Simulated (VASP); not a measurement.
# ReS (Fm-3m) in VASP: single point with r2SCAN

Aim: the single point of ReS with r2SCAN.

Program: VASP 6.6.1. These are calculated values, not measurements. Logs are shortened: lines on timing, memory, paths and dates and some standing lists are left out, and cuts for length are marked.

## (1) The cell of the first run

Symmetry: Fm-3m, No. 225, cubic system. The conventional cell has a = 4.968 Å, b = 4.968 Å, c = 4.968 Å, α = 90.00°, β = 90.00°, γ = 90.00°. Within 3.3 Å of Re (site symmetry m-3m) lie 6 S at 2.48 Å. S (site symmetry m-3m) has 6 Re at 2.48 Å within 3.3 Å.

## (2) Single point, r2SCAN, collinear spin

Input file POSCAR:

```
ReS
1.0
    0.0000000000      2.4842001446      2.4842001446
    2.4842001446      0.0000000000      2.4842001446
    4.9684002892      4.9684002892      0.0000000000
Re S
2 2
Direct
    1.0000000000      0.0000000000      0.0000000000
    1.0000000000      0.0000000000      0.5000000000
    0.5000000000      0.5000000000      0.2500000000
    0.5000000000      0.5000000000      0.7500000000
```

Input file INCAR.step1:

```
ALGO = Normal ; EDIFF = 1E-4
ENCUT = 520 ; GGA = PE
ISMEAR = 0 ; ISPIN = 2
LASPH = T ; LCHARG = F
LMAXMIX = 4 ; LREAL = F
LWAVE = T ; MAGMOM = 2 -2 0 0
NBANDS = 25 ; NELM = 150
PREC = Accurate ; SIGMA = 0.1
```

Input file INCAR.step2:

```
ALGO = Normal ; EDIFF = 1E-6
ENCUT = 520 ; ISIF = 2
ISMEAR = 0 ; ISPIN = 2
ISTART = 1 ; LASPH = T
LCHARG = F ; LMAXMIX = 4
LMIXTAU = T ; LORBIT = 11
LREAL = F ; LWAVE = F
MAGMOM = 2 -2 0 0 ; METAGGA = R2SCAN
NBANDS = 25 ; NELM = 150
PREC = Accurate ; SIGMA = 0.1
```

Input file KPOINTS:

```
k-points
0
Gamma
  14 14 7
```

Potentials or basis: VASP PAW PBE potentials, release 64 (Re, S).

The run is started by

```sh
> cat potpaw_PBE.64/Re/POTCAR potpaw_PBE.64/S/POTCAR > POTCAR
> cp INCAR.step1 INCAR
> mpirun -np 1 vasp_std > vasp.out
> cp INCAR.step2 INCAR
> mpirun -np 1 vasp_std > vasp.out
```

OUTCAR:

```text
EDIFF = 1E-6
   ENCUT = 520
   ISIF = 2
   ISMEAR = 0
   ISPIN = 2
   ISTART = 1
   LASPH = T
   LORBIT = 11
   LREAL = F
   METAGGA = R2SCAN
   NELM = 150
   PREC = Accurate

 ion  position               nearest neighbor table
   1  0.000  0.000  0.000-   4 2.48   3 2.48   4 2.48   3 2.48   4 2.48   3 2.48
   2  0.000  0.000  0.500-   3 2.48   3 2.48   4 2.48   3 2.48   4 2.48   4 2.48
   3  0.500  0.500  0.250-   1 2.48   1 2.48   2 2.48   1 2.48   2 2.48   2 2.48
   4  0.500  0.500  0.750-   2 2.48   1 2.48   2 2.48   1 2.48   2 2.48   1 2.48

  LATTYP: Found a trigonal (rhomboedric) cell.
 ALAT       =     6.0850227732
 COS(alpha) =     0.8333333333

  Lattice vectors:

 A1 = (   4.9684002892,   2.4842001446,  -2.4842001446)
 A2 = (   2.4842001446,   2.4842001446,  -4.9684002892)
 A3 = (   2.4842001446,   4.9684002892,  -2.4842001446)

Analysis of symmetry for initial positions (statically):
=====================================================================
 Subroutine PRICEL returns following result:

  LATTYP: Found a face centered cubic cell.
 ALAT       =     4.9684002892
[... 12 lines left out ...]
 Subroutine GETGRP returns: Found 12 space group operations
 (whereof 12 operations were pure point group operations)
 out of a pool of 12 trial point group operations.

The static configuration has the point symmetry D_3d.

Analysis of symmetry for dynamics (positions and initial velocities):
=====================================================================
 Subroutine PRICEL returns following result:

  LATTYP: Found a face centered cubic cell.
 ALAT       =     4.9684002892
[... 12 lines left out ...]
 Subroutine GETGRP returns: Found 12 space group operations
 (whereof 12 operations were pure point group operations)
 out of a pool of 12 trial point group operations.

The dynamic configuration has the point symmetry D_3d.

Analysis of structural, dynamic, and magnetic symmetry:
=====================================================================
 Subroutine PRICEL returns following result:

  LATTYP: Found a face centered cubic cell.
 ALAT       =     4.9684002892
[... 12 lines left out ...]
 Subroutine GETGRP returns: Found 12 space group operations
 (whereof 12 operations were pure point group operations)
 out of a pool of 12 trial point group operations.

The overall configuration has the point symmetry D_3d.

 Subroutine INISYM returns: Found 12 space group operations
 (whereof 12 operations are pure point group operations),
 and found     2 'primitive' translations

----------------------------------------------------------------------------------------

                                     Primitive cell

  volume of cell :      30.6612

  direct lattice vectors                    reciprocal lattice vectors
     0.000000000  2.484200145  2.484200145    -0.201272028  0.201272028  0.201272028
     2.484200145  0.000000000  2.484200145     0.201272028 -0.201272028  0.201272028
     2.484200145  2.484200145  0.000000000     0.201272028  0.201272028 -0.201272028

  length of vectors
     3.513189536  3.513189536  3.513189536     0.348613378  0.348613378  0.348613378

  position of ions in fractional coordinates (direct lattice)
     0.000000000  0.000000000  0.000000000
     0.500000000  0.500000000  0.500000000

  ion indices of the primitive-cell ions
   primitive index   ion index
                 1           1
                 2           3

----------------------------------------------------------------------------------------

 KPOINTS: k-points

Automatic generation of k-mesh.
 Grid dimensions read from file:
 generate k-points for:   14   14    7

 Generating k-lattice:

  Cartesian coordinates                     Fractional coordinates (reciprocal lattice)
    -0.014376573  0.014376573  0.014376573     0.071428571  0.000000000  0.000000000
     0.014376573 -0.014376573  0.014376573     0.000000000  0.071428571  0.000000000
     0.014376573  0.014376573 -0.014376573     0.000000000  0.000000000  0.142857143

  Length of vectors
     0.024900956  0.024900956  0.024900956

  Shift w.r.t. Gamma in fractional coordinates (k-lattice)
     0.000000000  0.000000000  0.000000000
[... 27 lines left out ...]
  0.000000  0.000000  0.000000      1.000000
  0.071429  0.000000  0.000000      6.000000
  0.142857  0.000000  0.000000      6.000000
  0.214286  0.000000  0.000000      6.000000
  0.285714  0.000000  0.000000      6.000000
  0.357143  0.000000  0.000000      6.000000
[... 16 lines left out ...]
  0.214286  0.142857  0.000000     12.000000
  0.285714  0.142857  0.000000     12.000000
 [... further k-points ...]
   k-points           NKPTS =    144   k-points in BZ     NKDIM =    144   number of bands    NBANDS=     25
   number of dos      NEDOS =    301   number of ions     NIONS =      4
   total plane-waves  NPLWV =  42336
   dimension x,y,z NGX =    28 NGY =   28 NGZ =   54
   dimension x,y,z NGXF=    56 NGYF=   56 NGZF=  108
   ions per type =               2   2
   NGX,Y,Z   is equivalent  to a cutoff of  13.25, 13.25, 12.78 a.u.
   NGXF,Y,Z  is equivalent  to a cutoff of  26.50, 26.50, 25.55 a.u.
 SYSTEM =  unknown system
   PREC   = accura    normal or accurate (medium, high low for compatibility)
   ISTART =      1    job   : 0-new  1-cont  2-samecut
   ICHARG =      0    charge: 1-file 2-atom 10-const
   ISPIN  =      2    spin polarized calculation?
   LNONCOLLINEAR =      F non collinear calculations
   LSORBIT =      F    spin-orbit coupling
   LASPH  =      T    aspherical Exc in radial PAW
   ENCUT  =  520.0 eV  38.22 Ry    6.18 a.u.   6.53  6.53 13.06*2*pi/ulx,y,z
   NELM   =    150;   NELMIN=  2; NELMDL=  0     # of ELM steps
   EDIFF  = 0.1E-05   stopping-criterion for ELM
   LREAL  =      F    real-space projection
   EDIFFG = 0.1E-04   stopping-criterion for IOM
   NSW    =      0    number of steps for IOM
   IBRION =     -1    ionic relax: 0-MD 1-quasi-New 2-CG
   NFREE  =      0    steps in history (QN), initial steepest desc. (CG)
   ISIF   =      2    stress and relaxation
   ISYM   =      2    0-nonsym 1-usesym 2-fastsym
   POTIM  = 0.5000    time-step for ionic-motion
   TEBEG  =    0.0;   TEEND  =   0.0 temperature during run
   PSTRESS=    0.0 pullay stress
   NELECT =      26.0000    total number of electrons
   NUPDOWN=      -1.0000    fix difference up-down
   EMIN   =  10.00;   EMAX   =-10.00  energy-range for DOS
   EFERMI =   0.00;   METHOD = LEGACY
   ISMEAR =     0;   SIGMA  =   0.10  broadening in eV -4-tet -1-fermi 0-gaus
   EFERMI_NEDOS =   21; number of points for ismear=-14 and -15
   IALGO  =     38    algorithm
   IMIX   =      4    mixing-type and parameters
     AMIX     =   0.40;   BMIX     =  1.00
     AMIX_MAG =   1.60;   BMIX_MAG =  1.00
  volume/ion in A,a.u.               =      15.33       103.46
  Fermi-wavevector in a.u.,A,eV,Ry     =   1.229870  2.324118 20.579918  1.512581
  Thomas-Fermi vector in A             =   2.364741
   LORBIT       =     11    0 simple, 1 ext, 2 COOP (PROOUT), +10 PAW based schemes
   METAGGA = R2SCAN    functional components
   LHFCALC =     F    Hartree Fock is set to
   AEXX    =    0.0000 exact exchange contribution
   IVDW    =     0    specifies the selected vdW correction
   LEPSILON=     F    determine dielectric tensor
   LRPA    =     F    only Hartree local field effects (RPA)
 spin polarized calculation
 Gauss-broadening in eV      SIGMA  =   0.10
  energy-cutoff  :      520.00
  volume of cell :       61.32
 maximum number of plane-waves:      1701
 NGX is ok and might be reduce to    28
   NGX = 13   NGY = 13   NGZ = 27

 number of electron      26.0000002 magnetization      -0.0000000

 number of electron      26.0000002 magnetization       0.0000000

 Free energy of the ion-electron system (eV)
  ---------------------------------------------------
  ext. energy  EPLUGINS =         0.00000000
  ---------------------------------------------------
  free energy    TOTEN  =      -117.06602180 eV

  energy without entropy =     -117.04337730  energy(sigma->0) =     -117.05469955

 E-fermi :   8.7485     XC(G=0): -13.0281

 val. band max:        8.7483970293   @ k =   0.5000   0.2143   0.1429
 cond. band min:       8.7489820057   @ k =   0.1429   0.0000   0.0000
 fundamental gap:      0.0005849764
 Fermi energy:         8.7484785026

 spin component 1

 k-point     1 :       0.0000    0.0000    0.0000
  band No.  band energies     occupation
      1      -8.8592      1.00000
      2      -6.6641      1.00000
      3      -0.9745      1.00000
      4       1.7787      1.00000
      5       1.7788      1.00000
      6       5.4451      1.00000
[... 661 lines left out ...]
     24      18.6692      0.00000
     25      18.7322      0.00000

 [... further k-points ...]

 spin component 2

 k-point     1 :       0.0000    0.0000    0.0000
  band No.  band energies     occupation
      1      -8.8592      1.00000
      2      -6.6641      1.00000
      3      -0.9745      1.00000
      4       1.7787      1.00000
      5       1.7788      1.00000
      6       5.4451      1.00000
[... 661 lines left out ...]
     24      18.6692      0.00000
     25      18.7323      0.00000

 [... further k-points ...]

------------------------ aborting loop because EDIFF is reached ----------------------------------------

  FORCE on cell =-STRESS in cart. coord.  units (eV):
  Direction    XX          YY          ZZ          XY          YZ          ZX
  --------------------------------------------------------------------------------------
  -------------------------------------------------------------------------------------
  Total       -0.6960665     -0.6960665     -0.6960665     -0.3726604      0.3726604      0.3726604
  in kB      -18.1861837    -18.1861837    -18.1861837     -9.7365267      9.7365267      9.7365267
  external PRESSURE =     -18.1861837 kB  Pullay stress =       0.0000000 kB

 VOLUME and BASIS-vectors are now :
 -----------------------------------------------------------------------------
  energy-cutoff  :      520.00
  volume of cell :       61.32
      direct lattice vectors                 reciprocal lattice vectors
     0.000000000  2.484200145  2.484200145    -0.201272028  0.201272028  0.201272028
     2.484200145  0.000000000  2.484200145     0.201272028 -0.201272028  0.201272028
     4.968400289  4.968400289  0.000000000     0.100636014  0.100636014 -0.100636014

 POSITION                                       TOTAL-FORCE (eV/Angst)
 -----------------------------------------------------------------------------------
      0.00000      0.00000      0.00000        -0.000000     -0.000000      0.000000
      2.48420      2.48420      0.00000         0.000000      0.000000     -0.000000
      2.48420      2.48420      2.48420        -0.000000     -0.000000     -0.000000
      4.96840      4.96840      2.48420         0.000000      0.000000     -0.000000
 -----------------------------------------------------------------------------------
    total drift:                                0.000000      0.000000      0.000000

  FREE ENERGIE OF THE ION-ELECTRON SYSTEM (eV)
  ---------------------------------------------------
  free  energy   TOTEN  =      -117.0660217966 eV

  energy  without entropy=     -117.0433773022  energy(sigma->0) =     -117.05469955

 total charge

# of ion       s       p       d       tot
------------------------------------------
    1        0.441   0.381   4.986   5.809
    2        0.441   0.381   4.986   5.809
    3        1.295   2.385   0.000   3.679
    4        1.295   2.385   0.000   3.679
--------------------------------------------------
tot          3.471   5.532   9.973  18.976

 magnetization (x)

# of ion       s       p       d       tot
------------------------------------------
    1        0.029   0.006   1.369   1.405
    2       -0.029  -0.006  -1.369  -1.405
    3        0.000   0.000   0.000   0.000
    4        0.000   0.000   0.000   0.000
--------------------------------------------------
tot          0.000   0.000   0.000   0.000
```

It took 57 min on 1 thread of Oxide Virtual Turin-like, shared host; peak memory 0.44 GiB.

Results:

- Free energy: -117.0660 eV
- Pressure: -1.8 GPa
- Band gap on the k mesh: zero (filled and empty bands overlap)
- Net moment: 0.00 μB per cell
- Site moments: Re +1.41, -1.41; S +0.00 μB
- Valence electrons inside the program's atomic spheres: Re 5.81; S 3.68

Stress tensor (GPa, compression positive):
```
-1.82 -0.97  0.97
-0.97 -1.82  0.97
 0.97  0.97 -1.82
```

Levels at points of the mesh, in eV from the Fermi level:
Spin up:
| k point | band 11 | band 12 | band 13 | band 14 | band 15 | band 16 |
| --- | --- | --- | --- | --- | --- | --- |
| (0.00, 0.00, 0.00) | -2.91 | -2.41 | -2.41 | -0.16 | -0.16 | 0.34 |
| (0.50, 0.00, 0.00) | -0.83 | -0.65 | -0.05 | 0.45 | 0.96 | 1.11 |
Spin down:
```csv
k point,band 9,band 10,band 11,band 12,band 13,band 14,band 15,band 16,band 17,band 18
"(0.00, 0.00, 0.00)",-3.00,-3.00,-2.91,-2.41,-2.41,-0.16,-0.16,0.34,2.72,2.78
"(0.50, 0.00, 0.00)",-4.72,-1.37,-0.83,-0.65,-0.05,0.45,0.96,1.11,2.53,2.78
```

Caveat: the PAW data sets were made with another functional, which shifts forces and pressure a little; spin-orbit coupling is left out, which moves the levels of the heavy elements.
